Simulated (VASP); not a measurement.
Set up this calculation in VASP 6.6.1, as the native input.

| Item | Value |
| --- | --- |
| Task | single point |
| Functional | PBE |
| Potentials or basis | VASP PAW PBE potentials, release 64 (Sr_sv, Cl) |
| Cutoff | 520 eV |
| k mesh | 6 × 6 × 6 |
| Occupations | gaussian, width 0.1 eV |
| Spin | no spin polarisation |
| Dipole correction | no |
| Further INCAR settings | ALGO = Normal; EDIFF = 1e-06; NBANDS = 16 |

The structure of SrCl lies in POSCAR:

```
SrCl
1.0
    0.0000000000      3.1416997100      3.3531038800
    2.9537851400      0.0000000000      3.3531038800
    2.9537851400      3.1416997100      0.0000000000
Sr Cl
1 1
Direct
    0.0000000000      0.0000000000      0.0000000000
    0.5000000000      0.5000000000      0.5000000000
```

These files were run (other wordings do the same):

INCAR

```
SYSTEM = SrCl
  PREC = Accurate
  ENCUT = 520
  EDIFF = 1E-6
  ISMEAR = 0
  SIGMA = 0.1
  LREAL = .FALSE.
  LASPH = .TRUE.
  NELM = 80
  ALGO = Normal
  ISIF = 2
  LWAVE = .FALSE.
  LCHARG = .FALSE.
  GGA = PE
  NBANDS = 16
```

KPOINTS

```
regular mesh
0
G
  6 6 6
  0 0 0
```

Potentials or basis: VASP PAW PBE potentials, release 64 (Sr_sv, Cl).

Command:

```bash
$ cat potpaw_PBE.64/Sr_sv/POTCAR potpaw_PBE.64/Cl/POTCAR > POTCAR
$ mpirun -np 1 vasp_std > vasp.out
```

It gave:

```json
{
  "Pressure": "-0.1 GPa"
}
```

Caveat: an odd number of electrons without spin polarisation forces a metal; a magnetic or distorted state may lie lower.

Run time: 14 s on 1 thread of Intel(R) Xeon(R) 6975P-C (Granite Rapids) (shared host), peak memory 0.21 GiB.
